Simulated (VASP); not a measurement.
Here is a VASP 6.6.1 calculation.

POSCAR

```
GaN
1.0
    0.0000000000      2.2535006075      2.2535006075
    2.2535006075      0.0000000000      2.2535006075
    2.2535006075      2.2535006075      0.0000000000
Ga N
1 1
Direct
    0.0000000000      0.0000000000      0.0000000000
    0.2500000000      0.2500000000      0.2500000000
```

INCAR.step1

```
SYSTEM = GaN
  PREC = Accurate
  ENCUT = 520
  EDIFF = 1E-5
  ISMEAR = -1
  SIGMA = 0.05
  LREAL = .False.
  LASPH = .True.
  NELM = 100
  ALGO = Normal
  ISIF = 2
  LWAVE = .True.
  NBANDS = 16
  GGA = PE
```

The input INCAR.step2:

```
SYSTEM = GaN
  PREC = Accurate
  ENCUT = 520
  EDIFF = 1E-7
  ISMEAR = -1
  SIGMA = 0.05
  LREAL = .False.
  LASPH = .True.
  NELM = 100
  ALGO = Normal
  ISIF = 2
  LWAVE = .False.
  LCHARG = .True.
  GGA = PS
  LHFCALC = .True.
  AEXX = 0.25
  PRECFOCK = Normal
  LELF = .True.
  LVHAR = .True.
  NBANDS = 16
  ISTART = 1
```

File KPOINTS:

```
regular mesh
0
Gamma
  5 5 5
  0 0 0
```

Potentials or basis: VASP PAW PBE potentials, release 64 (Ga_d, N).

Command:

```sh
$ cat potpaw_PBE.64/Ga_d/POTCAR potpaw_PBE.64/N/POTCAR > POTCAR
$ cp INCAR.step1 INCAR
$ mpirun -np 1 vasp_std > vasp.out
$ cp INCAR.step2 INCAR
$ mpirun -np 1 vasp_std > vasp.out
```

Task: What does it give for the band gap on the k mesh?

Result: 3.69 eV.

Task: Estimate the pressure.

Result: -5.9 GPa.

Caveat: the k points lie up to 0.48 Å⁻¹ apart; the PAW data sets were made with another functional, which shifts forces and pressure a little.
